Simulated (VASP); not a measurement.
Write the native input for VASP 6.6.1 that does the following.

* Task: single point
* Functional: PBE
* Dispersion: D3(BJ)
* Potentials or basis: VASP PAW PBE potentials, release 64 (O_h, C_h)
* Cutoff: 1000 eV
* k mesh: 1 × 1 × 1
* Occupations: fermi-dirac, width 0.02 eV
* Spin: no spin polarisation
* Dipole correction: no
* Further INCAR settings: ALGO = Normal; EDIFF = 1e-06; NBANDS = 42

The structure of CO lies in POSCAR:

```
CO
1.0
    7.0338500000      0.0000000000      0.0000000000
    0.0000000000      7.0338500000      0.0000000000
    0.0000000000      0.0000000000      7.0338500000
O C
6 6
Direct
    0.8777269916      0.5916674368      0.3578694456
   -0.1413166331      0.2257511889     -0.0373764013
    0.2476595321      0.7951548583      0.8839255884
    0.4685058681      0.4362049233      0.3504339729
    0.3731953340      0.0677580557      0.3846684248
    0.6893522040      0.6144430148      0.7274821044
    0.9359454637      0.7307235724      0.3058637873
   -0.0586307641      0.0958934296      0.0187237430
    0.1190670827      0.7131371866      0.8321474015
    0.4016861321      0.4388634958      0.2064587672
    0.3811852684     -0.0763166687      0.4606296694
    0.7008537288      0.7764737661      0.7329272020
```

One way to write it, as run:

INCAR

```
  PREC = Accurate
  ENCUT = 1000
  EDIFF = 1E-6
  ISMEAR = -1
  SIGMA = 0.02
  LREAL = F
  LASPH = T
  NELM = 120
  ALGO = Normal
  ISIF = 2
  LWAVE = F
  LCHARG = F
  GGA = PE
  IVDW = 12
  NBANDS = 42
  GGA_COMPAT = F
```

KPOINTS

```
regular mesh
0
Gamma
  1 1 1
```

Potentials or basis: VASP PAW PBE potentials, release 64 (O_h, C_h).

Command:

```console
$ cat potpaw_PBE.64/O_h/POTCAR potpaw_PBE.64/C_h/POTCAR > POTCAR
$ mpirun -np 1 vasp_gam > vasp.out
```

Results of the run:

```yaml
Pressure: 0.3 GPa
Largest_force: 2.252 eV/Å
Dispersion_energy_per_atom: -0.046 eV
```

Caveat: the k points lie up to 0.89 Å⁻¹ apart, too coarse for converged energies, forces and pressures; the atoms stand as in a frame of molecular dynamics.

It took 66 s on 1 thread of AMD EPYC 7R13 Processor (Zen 3) (shared host), peak memory 0.85 GiB.
